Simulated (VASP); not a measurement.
# Dy3C (P6mm) in VASP: single point with PBE

Aim: the single point of Dy3C with PBE.

Program: VASP 6.6.1. These are calculated values, not measurements. Logs are shortened: lines on timing, memory, paths and dates and some standing lists are left out, and cuts for length are marked.

## (1) The cell of the first run

The structure is hexagonal, space group P6mm (No. 183). The conventional cell has a = 5.814 Å, b = 5.814 Å, c = 3.420 Å, α = 90.00°, β = 90.00°, γ = 120.00°. Within 3.8 Å of Dy (site symmetry 2mm) lie 6 Dy at 2.91 to 3.42 Å and 2 C at 2.91 Å. C (site symmetry 6mm) has 6 Dy at 2.91 Å and 2 C at 3.42 Å within 3.8 Å.

The cell was built from a structure type or drawn by symmetry, and may not be a known phase.

## (2) Single point, PBE

Contents of INCAR:

```
SYSTEM = Dy3C
PREC = Accurate
ENCUT = 600
EDIFF = 1E-6
ISMEAR = 0
SIGMA = 0.2
LREAL = .FALSE.
LASPH = .TRUE.
NELM = 200
ALGO = Normal
ISIF = 2
LWAVE = .FALSE.
LCHARG = .TRUE.
GGA = PE
LELF = .TRUE.
LVHAR = .TRUE.
NBANDS = 24
GGA_COMPAT = .FALSE.
LMAXMIX = 6
```

Contents of KPOINTS:

```
regular mesh
0
G
  4 4 5
  0 0 0
```

Contents of POSCAR:

```
Dy3C
1.0
    5.8144276426      0.0000000032      0.0000000000
   -2.9072138241      5.0354420453      0.0000000000
    0.0000000000      0.0000000000      3.4202402416
Dy C
3 1
Direct
    0.5000000000      0.0000000000      0.8191970484
    0.0000000000      0.5000000000      0.8191970484
    0.5000000000      0.5000000000      0.8191970484
    0.0000000000      0.0000000000     -0.1425259951
```

Potentials or basis: VASP PAW PBE potentials, release 64 (Dy_3, C), 4f in core.

Command:

```
$ cat potpaw_PBE.64/Dy_3/POTCAR potpaw_PBE.64/C/POTCAR > POTCAR
$ mpirun -np 1 vasp_std > vasp.out
```

OUTCAR:

```text
SYSTEM = Dy3C
   PREC = Accurate
   ENCUT = 600
   EDIFF = 1E-6
   ISMEAR = 0
   LREAL = .FALSE.
   LASPH = .TRUE.
   NELM = 200
   ISIF = 2
   GGA = PE

 ion  position               nearest neighbor table
   1  0.500  0.000  0.819-   2 2.91   2 2.91   3 2.91   3 2.91   4 2.91   4 2.91
   2  0.000  0.500  0.819-   1 2.91   1 2.91   3 2.91   3 2.91   4 2.91   4 2.91
   3  0.500  0.500  0.819-   1 2.91   1 2.91   2 2.91   2 2.91   4 2.91   4 2.91
   4  0.000  0.000  0.857-   3 2.91   3 2.91   2 2.91   2 2.91   1 2.91   1 2.91

  LATTYP: Found a hexagonal cell.
 ALAT       =     5.8144276426
 C/A-ratio  =     0.5882333485

  Lattice vectors:

 A1 = (   5.8144276426,   0.0000000032,   0.0000000000)
 A2 = (  -2.9072138241,   5.0354420453,   0.0000000000)
 A3 = (   0.0000000000,   0.0000000000,   3.4202402416)

Analysis of symmetry for initial positions (statically):
=====================================================================
 Subroutine PRICEL returns:
 Original cell was already a primitive cell.

 Routine SETGRP: Setting up the symmetry group for a
 hexagonal supercell.

 Subroutine GETGRP returns: Found 12 space group operations
 (whereof 12 operations were pure point group operations)
 out of a pool of 24 trial point group operations.

The static configuration has the point symmetry C_6v.

Analysis of symmetry for dynamics (positions and initial velocities):
=====================================================================
 Subroutine PRICEL returns:
 Original cell was already a primitive cell.

 Routine SETGRP: Setting up the symmetry group for a
 hexagonal supercell.

 Subroutine GETGRP returns: Found 12 space group operations
 (whereof 12 operations were pure point group operations)
 out of a pool of 24 trial point group operations.

The dynamic configuration has the point symmetry C_6v.

 Subroutine INISYM returns: Found 12 space group operations
 (whereof 12 operations are pure point group operations),
 and found     1 'primitive' translations

----------------------------------------------------------------------------------------

                                     Primitive cell

  volume of cell :     100.1385

  direct lattice vectors                    reciprocal lattice vectors
     5.814427643  0.000000003  0.000000000     0.171985974  0.099296148  0.000000000
    -2.907213824  5.035442045  0.000000000    -0.000000000  0.198592297  0.000000000
     0.000000000  0.000000000  3.420240242     0.000000000  0.000000000  0.292377122

  length of vectors
     5.814427643  5.814427643  3.420240242     0.198592297  0.198592297  0.292377122

  position of ions in fractional coordinates (direct lattice)
     0.500000000  0.000000000  0.819197048
     0.000000000  0.500000000  0.819197048
     0.500000000  0.500000000  0.819197048
     0.000000000  0.000000000  0.857474005

  ion indices of the primitive-cell ions
   primitive index   ion index
                 1           1
                 2           2
                 3           3
                 4           4

----------------------------------------------------------------------------------------

 KPOINTS: regular mesh

Automatic generation of k-mesh.
 Grid dimensions read from file:
 generate k-points for:    4    4    5

 Generating k-lattice:

  Cartesian coordinates                     Fractional coordinates (reciprocal lattice)
     0.042996493  0.024824037  0.000000000     0.250000000  0.000000000  0.000000000
    -0.000000000  0.049648074  0.000000000     0.000000000  0.250000000  0.000000000
     0.000000000  0.000000000  0.058475424     0.000000000  0.000000000  0.200000000

  Length of vectors
     0.049648074  0.049648074  0.058475424

  Shift w.r.t. Gamma in fractional coordinates (k-lattice)
     0.000000000  0.000000000  0.000000000

 Subroutine IBZKPT returns following result:
 ===========================================

 Found     12 irreducible k-points:

 Following reciprocal coordinates:
            Coordinates               Weight
  0.000000  0.000000  0.000000      1.000000
  0.250000  0.000000  0.000000      6.000000
  0.500000  0.000000  0.000000      3.000000
  0.250000  0.250000  0.000000      6.000000
  0.000000  0.000000  0.200000      2.000000
  0.250000  0.000000  0.200000     12.000000
  0.500000  0.000000  0.200000      6.000000
  0.250000  0.250000  0.200000     12.000000
  0.000000  0.000000  0.400000      2.000000
  0.250000  0.000000  0.400000     12.000000
  0.500000  0.000000  0.400000      6.000000
  0.250000  0.250000  0.400000     12.000000
   k-points           NKPTS =     12   k-points in BZ     NKDIM =     12   number of bands    NBANDS=     24
   number of dos      NEDOS =    301   number of ions     NIONS =      4
   total plane-waves  NPLWV =  64512
   dimension x,y,z NGX =    48 NGY =   48 NGZ =   28
   dimension x,y,z NGXF=    96 NGYF=   96 NGZF=   56
   ions per type =               3   1
   NGX,Y,Z   is equivalent  to a cutoff of  13.72, 13.72, 13.61 a.u.
   NGXF,Y,Z  is equivalent  to a cutoff of  27.45, 27.45, 27.22 a.u.
 SYSTEM =  Dy3C
   PREC   = accura    normal or accurate (medium, high low for compatibility)
   ISTART =      0    job   : 0-new  1-cont  2-samecut
   ICHARG =      2    charge: 1-file 2-atom 10-const
   ISPIN  =      1    spin polarized calculation?
   LNONCOLLINEAR =      F non collinear calculations
   LSORBIT =      F    spin-orbit coupling
   LASPH  =      T    aspherical Exc in radial PAW
   ENCUT  =  600.0 eV  44.10 Ry    6.64 a.u.  11.61 11.61  6.83*2*pi/ulx,y,z
   NELM   =    200;   NELMIN=  2; NELMDL= -5     # of ELM steps
   EDIFF  = 0.1E-05   stopping-criterion for ELM
   LREAL  =      F    real-space projection
   EDIFFG = 0.1E-04   stopping-criterion for IOM
   NSW    =      0    number of steps for IOM
   IBRION =     -1    ionic relax: 0-MD 1-quasi-New 2-CG
   NFREE  =      0    steps in history (QN), initial steepest desc. (CG)
   ISIF   =      2    stress and relaxation
   ISYM   =      2    0-nonsym 1-usesym 2-fastsym
   POTIM  = 0.5000    time-step for ionic-motion
   TEBEG  =    0.0;   TEEND  =   0.0 temperature during run
   PSTRESS=    0.0 pullay stress
   NELECT =      31.0000    total number of electrons
   NUPDOWN=      -1.0000    fix difference up-down
   EMIN   =  10.00;   EMAX   =-10.00  energy-range for DOS
   EFERMI =   0.00;   METHOD = LEGACY
   ISMEAR =     0;   SIGMA  =   0.20  broadening in eV -4-tet -1-fermi 0-gaus
   EFERMI_NEDOS =   21; number of points for ismear=-14 and -15
   IALGO  =     38    algorithm
   IMIX   =      4    mixing-type and parameters
     AMIX     =   0.40;   BMIX     =  1.00
     AMIX_MAG =   1.60;   BMIX_MAG =  1.00
  volume/ion in A,a.u.               =      25.03       168.94
  Fermi-wavevector in a.u.,A,eV,Ry     =   1.107461  2.092797 16.687127  1.226469
  Thomas-Fermi vector in A             =   2.243975
   LORBIT       =      0    0 simple, 1 ext, 2 COOP (PROOUT), +10 PAW based schemes
   GGA     = PE    functional components
   LHFCALC =     F    Hartree Fock is set to
   AEXX    =    0.0000 exact exchange contribution
   IVDW    =     0    specifies the selected vdW correction
   LEPSILON=     F    determine dielectric tensor
   LRPA    =     F    only Hartree local field effects (RPA)
 non-spin polarized calculation
 Gauss-broadening in eV      SIGMA  =   0.20
  energy-cutoff  :      600.00
  volume of cell :      100.14
 maximum number of plane-waves:      3364
 NGX is ok and might be reduce to    48
   NGX = 23   NGY = 23   NGZ = 13

 number of electron      31.0000002 magnetization

 Free energy of the ion-electron system (eV)
  ---------------------------------------------------
  ext. energy  EPLUGINS =         0.00000000
  ---------------------------------------------------
  free energy    TOTEN  =       -17.63334583 eV

  energy without entropy =      -17.55870627  energy(sigma->0) =      -17.59602605

 E-fermi :   2.9307     XC(G=0):  -9.9994

 val. band max:        2.8887084719   @ k =   0.2500   0.2500   0.4000
 cond. band min:       2.9826191945   @ k =   0.2500   0.0000   0.2000
 fundamental gap:      0.0939107226
 Fermi energy:         2.9306759678

 k-point     1 :       0.0000    0.0000    0.0000
  band No.  band energies     occupation
      1     -21.7986      2.00000
      2     -20.8408      2.00000
      3     -20.8408      2.00000
      4     -20.1113      2.00000
      5     -19.7832      2.00000
      6     -19.7832      2.00000
[... 16 lines left out ...]
     23       5.9633      0.00000
     24       5.9633      0.00000

 k-point     2 :       0.2500    0.0000    0.0000
  band No.  band energies     occupation
      1     -21.5655      2.00000
      2     -20.7978      2.00000
      3     -20.6588      2.00000
      4     -20.0707      2.00000
      5     -19.8264      2.00000
      6     -19.7835      2.00000
[... 16 lines left out ...]
     23       6.3466      0.00000
     24       6.4071      0.00000

 k-point     3 :       0.5000    0.0000    0.0000
  band No.  band energies     occupation
      1     -21.2810      2.00000
      2     -20.4310      2.00000
      3     -20.4085      2.00000
      4     -20.2364      2.00000
      5     -20.1602      2.00000
      6     -20.0041      2.00000
[... 16 lines left out ...]
     23       6.7003      0.00000
     24       7.1192      0.00000
[... 190 lines left out ...]
 k-point    11 :       0.5000    0.0000    0.4000
  band No.  band energies     occupation
      1     -21.2169      2.00000
      2     -20.4733      2.00000
      3     -20.3780      2.00000
      4     -20.3590      2.00000
      5     -20.3333      2.00000
      6     -20.2020      2.00000
[... 16 lines left out ...]
     23       6.6754      0.00000
     24       6.9891      0.00000

 k-point    12 :       0.2500    0.2500    0.4000
  band No.  band energies     occupation
      1     -21.1359      2.00000
      2     -20.7105      2.00000
      3     -20.4726      2.00000
      4     -20.3378      2.00000
      5     -20.2754      2.00000
      6     -20.2207      2.00000
[... 16 lines left out ...]
     23       7.0253      0.00000
     24       7.8568      0.00000

------------------------ aborting loop because EDIFF is reached ----------------------------------------

  FORCE on cell =-STRESS in cart. coord.  units (eV):
  Direction    XX          YY          ZZ          XY          YZ          ZX
  --------------------------------------------------------------------------------------
  -------------------------------------------------------------------------------------
  Total        0.5570204      0.5570204     -0.0331832     -0.0000000      0.0000000      0.0000000
  in kB        8.9121092      8.9121092     -0.5309188     -0.0000000      0.0000000      0.0000000
  external PRESSURE =       5.7644332 kB  Pullay stress =       0.0000000 kB

 VOLUME and BASIS-vectors are now :
 -----------------------------------------------------------------------------
  energy-cutoff  :      600.00
  volume of cell :      100.14
      direct lattice vectors                 reciprocal lattice vectors
     5.814427643  0.000000003  0.000000000     0.171985974  0.099296148  0.000000000
    -2.907213824  5.035442045  0.000000000    -0.000000000  0.198592297  0.000000000
     0.000000000  0.000000000  3.420240242     0.000000000  0.000000000  0.292377122

 POSITION                                       TOTAL-FORCE (eV/Angst)
 -----------------------------------------------------------------------------------
      2.90721      0.00000      2.80185        -0.000000     -0.000000      0.003643
     -1.45361      2.51772      2.80185        -0.000000      0.000000      0.003643
      1.45361      2.51772      2.80185        -0.000000      0.000000      0.003643
      0.00000      0.00000      2.93277         0.000000     -0.000000     -0.010930
 -----------------------------------------------------------------------------------
    total drift:                                0.000000      0.000000      0.000030

  FREE ENERGIE OF THE ION-ELECTRON SYSTEM (eV)
  ---------------------------------------------------
  free  energy   TOTEN  =       -17.6333458275 eV

  energy  without entropy=      -17.5587062712  energy(sigma->0) =      -17.59602605
```

It took 25 s on 1 thread of AMD EPYC 9R45 (Zen 5), shared host; peak memory 0.22 GiB.

What came out:

```
Free energy            : -17.6333 eV
Pressure               : 0.6 GPa
Largest force          : 0.011 eV/Å
Band gap on the k mesh : zero (an odd number of electrons rules out a gap without spin polarisation)
```

Forces in eV/Å, atoms in the order of the input:
```
Dy   0.000  0.000  0.004
Dy   0.000  0.000  0.004
Dy   0.000  0.000  0.004
C    0.000  0.000 -0.011
```

Levels at points of the mesh, in eV from the Fermi level:
```
           k point  band 13  band 14  band 15  band 16  band 17  band 18  band 19  band 20
(0.00, 0.00, 0.00)    -0.90    -0.90    -0.72    -0.72     0.80     0.80     1.15     1.53
(0.50, 0.00, 0.00)    -1.65    -1.29    -0.40     0.65     1.10     1.35     1.76     2.15
```

Caveat: the k points lie up to 0.37 Å⁻¹ apart, too coarse for converged energies and pressures of a metal; spin-orbit coupling is left out, which moves the levels of the heavy elements; the 4f electrons are frozen in the core, so they carry no moment and show no levels.
